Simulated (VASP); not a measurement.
# HgTe (I-4m2) in VASP: single point with LDA

Aim: the single point of HgTe with LDA.

Program: VASP 6.6.1. These are calculated values, not measurements. Logs are shortened: lines on timing, memory, paths and dates and some standing lists are left out, and cuts for length are marked.

**1. The cell of the first run**

It takes space group I-4m2 (No. 119, tetragonal). The conventional cell has a = 6.091 Å, b = 6.091 Å, c = 3.119 Å, α = 90.00°, β = 90.00°, γ = 90.00°. Within 4.1 Å of Hg (site symmetry -4m2) lie 2 Hg at 3.12 Å and 8 Te at 3.14 to 3.84 Å. Within 4.1 Å of Te (site symmetry -4m2) lie 2 Te at 3.12 Å and 8 Hg at 3.14 to 3.84 Å.

**2. Single point, LDA**

File INCAR:

```
SYSTEM = HgTe
  PREC = Accurate
  ENCUT = 500
  EDIFF = 1E-6
  ISMEAR = 0
  SIGMA = 0.1
  LREAL = .False.
  LASPH = .True.
  NELM = 120
  ALGO = Normal
  ISIF = 2
  LWAVE = .False.
  LCHARG = .False.
  NBANDS = 16
  GGA_COMPAT = .False.
```

File KPOINTS:

```
regular mesh
0
Gamma
  6 6 6
  0 0 0
```

File POSCAR:

```
HgTe
1.0
   -3.0456030000      3.0456030000      1.5594100000
    3.0456030000     -3.0456030000      1.5594100000
    3.0456030000      3.0456030000     -1.5594100000
Hg Te
1 1
Direct
    0.2500000000      0.7500000000      0.5000000000
    0.0000000000      0.0000000000      0.0000000000
```

Potentials or basis: VASP PAW LDA potentials, release 64 (Hg, Te).

Command:

```sh
$ cat potpaw_LDA.64/Hg/POTCAR potpaw_LDA.64/Te/POTCAR > POTCAR
$ mpirun -np 1 vasp_std > vasp.out
```

OUTCAR:

```text
SYSTEM = HgTe
   PREC = Accurate
   ENCUT = 500
   EDIFF = 1E-6
   ISMEAR = 0
   LREAL = .False.
   LASPH = .True.
   NELM = 120
   ISIF = 2

 ion  position               nearest neighbor table
   1  0.250  0.750  0.500-   2 3.14   2 3.14   2 3.14   2 3.14
   2  0.000  0.000  0.000-   1 3.14   1 3.14   1 3.14   1 3.14

  LATTYP: Found a body centered tetragonal cell.
 ALAT       =     6.0912060000
 C/A-ratio  =     0.5120201156

  Lattice vectors:

 A1 = (  -3.0456030000,   3.0456030000,   1.5594100000)
 A2 = (   3.0456030000,  -3.0456030000,   1.5594100000)
 A3 = (   3.0456030000,   3.0456030000,  -1.5594100000)

Analysis of symmetry for initial positions (statically):
=====================================================================
 Subroutine PRICEL returns:
 Original cell was already a primitive cell.

 Routine SETGRP: Setting up the symmetry group for a
 body centered tetragonal supercell.

 Subroutine GETGRP returns: Found  8 space group operations
 (whereof  8 operations were pure point group operations)
 out of a pool of 16 trial point group operations.

The static configuration has the point symmetry D_2d.

Analysis of symmetry for dynamics (positions and initial velocities):
=====================================================================
 Subroutine PRICEL returns:
 Original cell was already a primitive cell.

 Routine SETGRP: Setting up the symmetry group for a
 body centered tetragonal supercell.

 Subroutine GETGRP returns: Found  8 space group operations
 (whereof  8 operations were pure point group operations)
 out of a pool of 16 trial point group operations.

The dynamic configuration has the point symmetry D_2d.

 Subroutine INISYM returns: Found  8 space group operations
 (whereof  8 operations are pure point group operations),
 and found     1 'primitive' translations

----------------------------------------------------------------------------------------

                                     Primitive cell

  volume of cell :      57.8585

  direct lattice vectors                    reciprocal lattice vectors
    -3.045603000  3.045603000  1.559410000     0.000000000  0.164171102  0.320634086
     3.045603000 -3.045603000  1.559410000     0.164171102  0.000000000  0.320634086
     3.045603000  3.045603000 -1.559410000     0.164171102  0.164171102  0.000000000

  length of vectors
     4.580737366  4.580737366  4.580737366     0.360219888  0.360219888  0.232172999

  position of ions in fractional coordinates (direct lattice)
     0.250000000  0.750000000  0.500000000
     0.000000000  0.000000000  0.000000000
[... 67 lines left out ...]
 SYSTEM =  HgTe
   PREC   = accura    normal or accurate (medium, high low for compatibility)
   ISTART =      0    job   : 0-new  1-cont  2-samecut
   ICHARG =      2    charge: 1-file 2-atom 10-const
   ISPIN  =      1    spin polarized calculation?
   LNONCOLLINEAR =      F non collinear calculations
   LSORBIT =      F    spin-orbit coupling
   LASPH  =      T    aspherical Exc in radial PAW
   ENCUT  =  500.0 eV  36.75 Ry    6.06 a.u.   8.35  8.35  8.35*2*pi/ulx,y,z
   NELM   =    120;   NELMIN=  2; NELMDL= -5     # of ELM steps
   EDIFF  = 0.1E-05   stopping-criterion for ELM
   LREAL  =      F    real-space projection
[... 7 lines left out ...]
   TEBEG  =    0.0;   TEEND  =   0.0 temperature during run
   PSTRESS=    0.0 pullay stress
   NELECT =      18.0000    total number of electrons
   NUPDOWN=      -1.0000    fix difference up-down
   EMIN   =  10.00;   EMAX   =-10.00  energy-range for DOS
   EFERMI =   0.00;   METHOD = LEGACY
   ISMEAR =     0;   SIGMA  =   0.10  broadening in eV -4-tet -1-fermi 0-gaus
   EFERMI_NEDOS =   21; number of points for ismear=-14 and -15
   IALGO  =     38    algorithm
   IMIX   =      4    mixing-type and parameters
     AMIX     =   0.40;   BMIX     =  1.00
     AMIX_MAG =   1.60;   BMIX_MAG =  1.00
  volume/ion in A,a.u.               =      28.93       195.22
  Fermi-wavevector in a.u.,A,eV,Ry     =   1.109286  2.096246 16.742166  1.230515
  Thomas-Fermi vector in A             =   2.245823
   LORBIT       =      0    0 simple, 1 ext, 2 COOP (PROOUT), +10 PAW based schemes
   GGA     = CA    functional components
   LHFCALC =     F    Hartree Fock is set to
   AEXX    =    0.0000 exact exchange contribution
   IVDW    =     0    specifies the selected vdW correction
   LEPSILON=     F    determine dielectric tensor
   LRPA    =     F    only Hartree local field effects (RPA)
 non-spin polarized calculation
 Gauss-broadening in eV      SIGMA  =   0.10
  energy-cutoff  :      500.00
  volume of cell :       57.86
 maximum number of plane-waves:      1501
 NGX is ok and might be reduce to    36
   NGX = 17   NGY = 17   NGZ = 17

 number of electron      18.0000002 magnetization

 Free energy of the ion-electron system (eV)
  ---------------------------------------------------
  ext. energy  EPLUGINS =         0.00000000
  ---------------------------------------------------
  free energy    TOTEN  =        -4.58730417 eV

  energy without entropy =       -4.57386166  energy(sigma->0) =       -4.58058291

 E-fermi :   4.4136     XC(G=0): -10.0936

 val. band max:        4.3980991294   @ k =  -0.3333   0.5000   0.3333
 cond. band min:       4.4728314326   @ k =   0.5000   0.3333   0.0000
 fundamental gap:      0.0747323032
 Fermi energy:         4.4135717704

 k-point     1 :       0.0000    0.0000    0.0000
  band No.  band energies     occupation
      1      -8.3389      2.00000
      2      -3.0391      2.00000
      3      -2.3522      2.00000
      4      -2.2769      2.00000
      5      -1.8210      2.00000
      6      -1.8210      2.00000
[... 433 lines left out ...]
      3      -2.6139      2.00000
      4      -2.3450      2.00000
      5      -2.0726      2.00000
      6      -1.5579      2.00000
[... 8 lines left out ...]
     15      14.4890      0.00000
     16      15.9913      0.00000

 [... further k-points ...]
[... 5 lines left out ...]
  --------------------------------------------------------------------------------------
  -------------------------------------------------------------------------------------
  Total       -1.6462237     -1.6462237     -1.6985587      0.0000000      0.0000000      0.0000000
  in kB      -45.5861121    -45.5861121    -47.0353366      0.0000000      0.0000000      0.0000000
  external PRESSURE =     -46.0691870 kB  Pullay stress =       0.0000000 kB

 VOLUME and BASIS-vectors are now :
 -----------------------------------------------------------------------------
  energy-cutoff  :      500.00
  volume of cell :       57.86
      direct lattice vectors                 reciprocal lattice vectors
    -3.045603000  3.045603000  1.559410000     0.000000000  0.164171102  0.320634086
     3.045603000 -3.045603000  1.559410000     0.164171102  0.000000000  0.320634086
     3.045603000  3.045603000 -1.559410000     0.164171102  0.164171102  0.000000000

 POSITION                                       TOTAL-FORCE (eV/Angst)
 -----------------------------------------------------------------------------------
      3.04560      0.00000      0.77970         0.000000     -0.000000      0.000000
      0.00000      0.00000      0.00000        -0.000000      0.000000     -0.000000
 -----------------------------------------------------------------------------------
    total drift:                                0.000000     -0.000000      0.000000

  FREE ENERGIE OF THE ION-ELECTRON SYSTEM (eV)
  ---------------------------------------------------
  free  energy   TOTEN  =        -4.5873041698 eV

  energy  without entropy=       -4.5738616586  energy(sigma->0) =       -4.58058291
```

OSZICAR:

```text
N       E                     dE             d eps       ncg     rms          rms(c)
DAV:   1     0.966591643742E+02    0.96659E+02   -0.75565E+03   960   0.937E+02
DAV:   2    -0.174312815689E+01   -0.98402E+02   -0.90620E+02  1112   0.226E+02
DAV:   3    -0.469996870014E+01   -0.29568E+01   -0.29420E+01  1192   0.390E+01
DAV:   4    -0.471387145376E+01   -0.13903E-01   -0.13901E-01  1168   0.291E+00
DAV:   5    -0.471404263456E+01   -0.17118E-03   -0.17118E-03  1264   0.329E-01    0.683E+00
DAV:   6    -0.460006619385E+01    0.11398E+00   -0.27205E-01  1144   0.627E+00    0.465E+00
DAV:   7    -0.458917576223E+01    0.10890E-01   -0.33302E-02  1048   0.129E+00    0.185E+00
DAV:   8    -0.458739575743E+01    0.17800E-02   -0.35767E-03  1248   0.407E-01    0.258E-01
DAV:   9    -0.458732399605E+01    0.71761E-04   -0.31062E-04  1112   0.150E-01    0.849E-02
DAV:  10    -0.458730389656E+01    0.20099E-04   -0.47538E-05  1240   0.542E-02    0.391E-02
DAV:  11    -0.458730416985E+01   -0.27329E-06   -0.55438E-06  1216   0.142E-02
   1 F= -.45873042E+01 E0= -.45805829E+01  d E =-.134425E-01
```

It took 29 s on 1 thread of AMD EPYC 7R43 (Zen 3), shared host; peak memory 0.15 GiB.

Results:

| Quantity | Value |
| --- | --- |
| Free energy | -4.5873 eV |
| Pressure | -4.6 GPa |
| Band gap on the k mesh | zero (bands 9 and 10 overlap by 3.84 eV) |

Caveat: the k points lie up to 0.38 Å⁻¹ apart, too coarse for converged energies and pressures of a metal; spin-orbit coupling is left out, which moves the levels of the heavy elements.

The gap in the log of VASP goes by the Fermi energy; the results here count the filled bands.